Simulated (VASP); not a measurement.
Write the native input for VASP 6.6.1 that does the following.

- Task: single point
- Functional: PBE
- Potentials or basis: VASP PAW PBE potentials, release 64 (Al, Cr_pv, C)
- Cutoff: 520 eV
- k mesh: 9 × 9 × 2
- Occupations: gaussian, width 0.1 eV
- Spin: no spin polarisation
- Dipole correction: no
- Further INCAR settings: ALGO = Normal; EDIFF = 1e-06; NBANDS = 41

The structure of AlCr2C lies in POSCAR:

```
AlCr2C
1.0
    2.8251010646      0.0000000000      0.0000000000
   -1.4125505323      2.4466092902      0.0000000000
    0.0000000000      0.0000000000     12.6013736800
Al Cr C
2 4 2
Direct
    0.6666666700      0.3333333300      0.2500000000
    0.3333333300      0.6666666700      0.7500000000
    0.3333333300      0.6666666700      0.4149411600
    0.6666666700      0.3333333300      0.9149411600
    0.6666666700      0.3333333300      0.5850588400
    0.3333333300      0.6666666700      0.0850588400
    0.0000000000      0.0000000000      0.5000000000
    0.0000000000      0.0000000000      0.0000000000
```

These files were run (other wordings do the same):

INCAR

```
ALGO = Normal
EDIFF = 1E-6
ENCUT = 520
GGA = PE
ISIF = 2
ISMEAR = 0
LASPH = True
LCHARG = False
LREAL = False
LWAVE = False
NBANDS = 41
NELM = 100
PREC = Accurate
SIGMA = 0.1
```

KPOINTS

```
k-points
0
Gamma
  9 9 2
```

Potentials or basis: VASP PAW PBE potentials, release 64 (Al, Cr_pv, C).

The run is started by

```bash
$ cat potpaw_PBE.64/Al/POTCAR potpaw_PBE.64/Cr_pv/POTCAR potpaw_PBE.64/C/POTCAR > POTCAR
$ mpirun -np 1 vasp_std > vasp.out
```

Results of the run:

```json
{
  "Pressure": "3.7 GPa",
  "Largest force": "0.045 eV/Å",
  "Band gap on the k mesh": "zero (band 31 reaches 10.55 eV, above the bottom of band 32 at 9.77 eV)"
}
```

It took 79 s on 1 thread of Intel(R) Xeon(R) Platinum 8259CL CPU @ 2.50GHz (Skylake/Cascade Lake), on a shared host, peak memory 0.25 GiB.
